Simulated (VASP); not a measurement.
# Ti (I4/mmm) in VASP: single point with PBEsol

Aim: the single point of Ti with PBEsol.

All numbers are computed with VASP 6.6.1; they aren't measurements. Logs are shortened: lines on timing, memory, paths and dates and some standing lists are left out, and cuts for length are marked.

**1. The cell of the first run**

The structure is tetragonal, space group I4/mmm (No. 139). Conventional cell: a = 3.050 Å, b = 3.050 Å, c = 3.290 Å, α = 90.00°, β = 90.00°, γ = 90.00°. Within 3.6 Å of Ti (site symmetry 4/mmm) lie 14 Ti at 2.71 to 3.29 Å.

**2. Single point, PBEsol (strain -0.050 along x and y, +0.025 along z)**

The input, INCAR:

```
  PREC = Accurate
  ENCUT = 520
  EDIFF = 1E-6
  ISMEAR = 0
  SIGMA = 0.15
  LREAL = False
  LASPH = True
  NELM = 60
  ALGO = Fast
  ISIF = 2
  LWAVE = False
  LCHARG = False
  GGA = PS
  NBANDS = 12
```

The input, KPOINTS:

```
Automatic mesh
0
Gamma
  26 26 26
```

The input, POSCAR:

```
Ti
1.0
   -1.5248602598      1.5248602598      1.6452439646
    1.5248602598     -1.5248602598      1.6452439646
    1.5248602598      1.5248602598     -1.6452439646
Ti
1
Direct
    0.0000000000      0.0000000000      0.0000000000
```

Potentials or basis: VASP PAW PBE potentials, release 64 (Ti_sv).

Launch:

```
cat potpaw_PBE.64/Ti_sv/POTCAR > POTCAR
mpirun -np 1 vasp_std > vasp.out
```

OUTCAR:

```text
PREC = Accurate
   ENCUT = 520
   EDIFF = 1E-6
   ISMEAR = 0
   LREAL = False
   LASPH = True
   NELM = 60
   ISIF = 2
   GGA = PS

 ion  position               nearest neighbor table
   1  0.000  0.000  0.000-

  LATTYP: Found a body centered tetragonal cell.
 ALAT       =     3.0497205196
 C/A-ratio  =     1.0789473685

  Lattice vectors:

 A1 = (  -1.5248602598,   1.5248602598,   1.6452439646)
 A2 = (   1.5248602598,  -1.5248602598,   1.6452439646)
 A3 = (   1.5248602598,   1.5248602598,  -1.6452439646)

Analysis of symmetry for initial positions (statically):
=====================================================================
 Subroutine PRICEL returns:
 Original cell was already a primitive cell.

 Routine SETGRP: Setting up the symmetry group for a
 body centered tetragonal supercell.

 Subroutine GETGRP returns: Found 16 space group operations
 (whereof 16 operations were pure point group operations)
 out of a pool of 16 trial point group operations.

The static configuration has the point symmetry D_4h.

Analysis of symmetry for dynamics (positions and initial velocities):
=====================================================================
 Subroutine PRICEL returns:
 Original cell was already a primitive cell.

 Routine SETGRP: Setting up the symmetry group for a
 body centered tetragonal supercell.

 Subroutine GETGRP returns: Found 16 space group operations
 (whereof 16 operations were pure point group operations)
 out of a pool of 16 trial point group operations.

The dynamic configuration has the point symmetry D_4h.

 Subroutine INISYM returns: Found 16 space group operations
 (whereof 16 operations are pure point group operations),
 and found     1 'primitive' translations

----------------------------------------------------------------------------------------

                                     Primitive cell

  volume of cell :      15.3021

  direct lattice vectors                    reciprocal lattice vectors
    -1.524860260  1.524860260  1.645243965     0.000000000  0.327898899  0.303906296
     1.524860260 -1.524860260  1.645243965     0.327898899  0.000000000  0.303906296
     1.524860260  1.524860260 -1.645243965     0.327898899  0.327898899  0.000000000

  length of vectors
     2.712420566  2.712420566  2.712420566     0.447075748  0.447075748  0.463719070

  position of ions in fractional coordinates (direct lattice)
     0.000000000  0.000000000  0.000000000

  ion indices of the primitive-cell ions
   primitive index   ion index
                 1           1

----------------------------------------------------------------------------------------

 KPOINTS: Automatic mesh

Automatic generation of k-mesh.
 Grid dimensions read from file:
 generate k-points for:   26   26   26

 Generating k-lattice:

  Cartesian coordinates                     Fractional coordinates (reciprocal lattice)
     0.000000000  0.012611496  0.011688704     0.038461538  0.000000000  0.000000000
     0.012611496  0.000000000  0.011688704     0.000000000  0.038461538  0.000000000
     0.012611496  0.012611496  0.000000000     0.000000000  0.000000000  0.038461538

  Length of vectors
     0.017195221  0.017195221  0.017835349

  Shift w.r.t. Gamma in fractional coordinates (k-lattice)
     0.000000000  0.000000000  0.000000000

 Subroutine IBZKPT returns following result:
 ===========================================

 Found   1330 irreducible k-points:

 Following reciprocal coordinates:
            Coordinates               Weight
  0.000000  0.000000  0.000000      1.000000
  0.038462  0.000000  0.000000      8.000000
  0.076923  0.000000  0.000000      8.000000
  0.115385  0.000000 -0.000000      8.000000
  0.153846  0.000000  0.000000      8.000000
  0.192308  0.000000 -0.000000      8.000000
[... 16 lines left out ...]
  0.346154  0.038462  0.000000     16.000000
  0.384615  0.038462  0.000000     16.000000
 [... further k-points ...]
   k-points           NKPTS =   1330   k-points in BZ     NKDIM =   1330   number of bands    NBANDS=     12
   number of dos      NEDOS =    301   number of ions     NIONS =      1
   total plane-waves  NPLWV =   8000
   dimension x,y,z NGX =    20 NGY =   20 NGZ =   20
   dimension x,y,z NGXF=    40 NGYF=   40 NGZF=   40
   ions per type =               1
   NGX,Y,Z   is equivalent  to a cutoff of  12.26, 12.26, 12.26 a.u.
   NGXF,Y,Z  is equivalent  to a cutoff of  24.52, 24.52, 24.52 a.u.
 SYSTEM =  unknown system
   PREC   = accura    normal or accurate (medium, high low for compatibility)
   ISTART =      0    job   : 0-new  1-cont  2-samecut
   ICHARG =      2    charge: 1-file 2-atom 10-const
   ISPIN  =      1    spin polarized calculation?
   LNONCOLLINEAR =      F non collinear calculations
   LSORBIT =      F    spin-orbit coupling
   LASPH  =      T    aspherical Exc in radial PAW
   ENCUT  =  520.0 eV  38.22 Ry    6.18 a.u.   5.04  5.04  5.04*2*pi/ulx,y,z
   NELM   =     60;   NELMIN=  2; NELMDL= -5     # of ELM steps
   EDIFF  = 0.1E-05   stopping-criterion for ELM
   LREAL  =      F    real-space projection
   EDIFFG = 0.1E-04   stopping-criterion for IOM
   NSW    =      0    number of steps for IOM
   IBRION =     -1    ionic relax: 0-MD 1-quasi-New 2-CG
   NFREE  =      0    steps in history (QN), initial steepest desc. (CG)
   ISIF   =      2    stress and relaxation
   ISYM   =      2    0-nonsym 1-usesym 2-fastsym
   POTIM  = 0.5000    time-step for ionic-motion
   TEBEG  =    0.0;   TEEND  =   0.0 temperature during run
   PSTRESS=    0.0 pullay stress
   NELECT =      12.0000    total number of electrons
   NUPDOWN=      -1.0000    fix difference up-down
   EMIN   =  10.00;   EMAX   =-10.00  energy-range for DOS
   EFERMI =   0.00;   METHOD = LEGACY
   ISMEAR =     0;   SIGMA  =   0.15  broadening in eV -4-tet -1-fermi 0-gaus
   EFERMI_NEDOS =   21; number of points for ismear=-14 and -15
   IALGO  =     68    algorithm
   IMIX   =      4    mixing-type and parameters
     AMIX     =   0.40;   BMIX     =  1.00
     AMIX_MAG =   1.60;   BMIX_MAG =  1.00
  volume/ion in A,a.u.               =      15.30       103.26
  Fermi-wavevector in a.u.,A,eV,Ry     =   1.509681  2.852883 31.009527  2.279136
  Thomas-Fermi vector in A             =   2.619971
   LORBIT       =      0    0 simple, 1 ext, 2 COOP (PROOUT), +10 PAW based schemes
   GGA     = PS    functional components
   LHFCALC =     F    Hartree Fock is set to
   AEXX    =    0.0000 exact exchange contribution
   IVDW    =     0    specifies the selected vdW correction
   LEPSILON=     F    determine dielectric tensor
   LRPA    =     F    only Hartree local field effects (RPA)
 non-spin polarized calculation
 RMM-DIIS sequential band-by-band and
 Gauss-broadening in eV      SIGMA  =   0.15
  energy-cutoff  :      520.00
  volume of cell :       15.30
 maximum number of plane-waves:       428
   NGX = 11   NGY = 11   NGZ = 11

 number of electron      12.0000000 magnetization

 Free energy of the ion-electron system (eV)
  ---------------------------------------------------
  ext. energy  EPLUGINS =         0.00000000
  ---------------------------------------------------
  free energy    TOTEN  =        -8.21497215 eV

  energy without entropy =       -8.19273905  energy(sigma->0) =       -8.20385560

 E-fermi :   9.3540     XC(G=0): -12.2500

 val. band max:        9.3518171397   @ k =  -0.2308   0.3077   0.0769
 cond. band min:       9.3546439199   @ k =  -0.3846  -0.4231   0.1538
 fundamental gap:      0.0028267802
 Fermi energy:         9.3539911467

 k-point     1 :       0.0000    0.0000    0.0000
  band No.  band energies     occupation
      1     -46.7380      2.00000
      2     -22.5042      2.00000
      3     -22.5042      2.00000
      4     -22.5018      2.00000
      5       3.1354      2.00000
      6      10.2538      0.00000
      7      10.2538      0.00000
      8      10.8522      0.00000
      9      12.0856      0.00000
     10      12.7874      0.00000
     11      26.7954      0.00000
     12      28.1888      0.00000

 k-point     2 :       0.0385    0.0000    0.0000
  band No.  band energies     occupation
      1     -46.7348      2.00000
      2     -22.5189      2.00000
      3     -22.5085      2.00000
      4     -22.5029      2.00000
      5       3.1919      2.00000
      6      10.2486      0.00000
      7      10.2654      0.00000
      8      10.8569      0.00000
      9      12.0638      0.00000
     10      12.7732      0.00000
     11      26.8153      0.00000
     12      28.1319      0.00000

 k-point     3 :       0.0769    0.0000    0.0000
  band No.  band energies     occupation
      1     -46.7257      2.00000
      2     -22.5649      2.00000
      3     -22.5210      2.00000
      4     -22.5030      2.00000
      5       3.3590      2.00000
      6      10.2281      0.00000
      7      10.2777      0.00000
      8      10.8949      0.00000
      9      12.0047      0.00000
     10      12.7376      0.00000
     11      26.8476      0.00000
     12      27.9460      0.00000
[... 286 lines left out ...]
 k-point    23 :       0.3462    0.0385    0.0000
  band No.  band energies     occupation
      1     -46.5572      2.00000
      2     -23.3577      2.00000
      3     -22.7470      2.00000
      4     -22.5087      2.00000
      5       6.3383      2.00000
      6       9.2764      1.53566
      7       9.8172      0.00001
      8      12.0846      0.00000
      9      12.7875      0.00000
     10      13.5433      0.00000
     11      21.3572      0.00000
     12      24.6930      0.00000

 k-point    24 :       0.3846    0.0385    0.0000
  band No.  band energies     occupation
      1     -46.5395      2.00000
      2     -23.4359      2.00000
      3     -22.7698      2.00000
      4     -22.5095      2.00000
      5       6.4997      2.00000
      6       9.1698      1.91758
      7      10.1153      0.00000
      8      12.0923      0.00000
      9      12.8870      0.00000
     10      13.9099      0.00000
     11      20.4956      0.00000
     12      24.3177      0.00000

 [... further k-points ...]

------------------------ aborting loop because EDIFF is reached ----------------------------------------

  FORCE on cell =-STRESS in cart. coord.  units (eV):
  Direction    XX          YY          ZZ          XY          YZ          ZX
  --------------------------------------------------------------------------------------
  -------------------------------------------------------------------------------------
  Total        0.9100487      0.9100487      0.9838208      0.0000000      0.0000000      0.0000000
  in kB       95.2850622     95.2850622    103.0092417      0.0000000      0.0000000      0.0000000
  external PRESSURE =      97.8597887 kB  Pullay stress =       0.0000000 kB

 VOLUME and BASIS-vectors are now :
 -----------------------------------------------------------------------------
  energy-cutoff  :      520.00
  volume of cell :       15.30
      direct lattice vectors                 reciprocal lattice vectors
    -1.524860260  1.524860260  1.645243965     0.000000000  0.327898899  0.303906296
     1.524860260 -1.524860260  1.645243965     0.327898899  0.000000000  0.303906296
     1.524860260  1.524860260 -1.645243965     0.327898899  0.327898899  0.000000000

 POSITION                                       TOTAL-FORCE (eV/Angst)
 -----------------------------------------------------------------------------------
      0.00000      0.00000      0.00000        -0.000000     -0.000000     -0.000000
 -----------------------------------------------------------------------------------
    total drift:                                0.000000     -0.000000      0.000000

  FREE ENERGIE OF THE ION-ELECTRON SYSTEM (eV)
  ---------------------------------------------------
  free  energy   TOTEN  =        -8.2149721487 eV

  energy  without entropy=       -8.1927390533  energy(sigma->0) =       -8.20385560
```

It took 4.7 min on 1 thread of Intel Xeon Platinum 8559C (Emerald Rapids), shared host; peak memory 0.33 GiB.

What came out:

```yaml
Free_energy: -8.2150 eV
Pressure: 9.8 GPa
Band_gap_on_the_k_mesh: zero (band 6 reaches 10.46 eV, above the bottom of band 7 at 8.66 eV)
```

Caveat: the cell differs from its parent crystal (strain -0.050 along x and y, +0.025 along z); the PAW data sets were made with another functional, which shifts forces and pressure a little.
